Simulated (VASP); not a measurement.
Crystal: CdS.

```
Cd S
1.0
     0.00000    2.74750    2.74750
     2.74750    0.00000    2.74750
     2.74750    2.74750    0.00000
Cd S
1 1
Direct
  0.00000 0.00000 0.00000
  0.50000 0.50000 0.50000
```

Base run:

```yaml
Program: VASP 6.6.1
Functional: PBE
Potentials_or_basis: VASP PAW PBE potentials, release 64 (Cd, S)
Cutoff: 520 eV
k_mesh: 12 × 12 × 12
Occupations: gaussian, width 0.01 eV
Spin: no spin polarisation
```

Its results: band gap on the k mesh 0.25 eV, indirect (least direct gap 1.57 eV); pressure 0.4 GPa.

**Question.** The run is repeated on the same cell with these changes: functional from PBE to r2SCAN; further incar settings from ALGO = Normal; EDIFF = 1e-06; NBANDS = 16 to ALGO = Normal; EDIFF = 1e-07; NBANDS = 16. What comes out?

**Answer.** Band gap on the k mesh 0.73 eV, indirect (least direct gap 2.19 eV); pressure -1.4 GPa.

Caveats: the PAW data sets were made with another functional, which shifts forces and pressure a little (some runs).

A k mesh can miss the band edges.
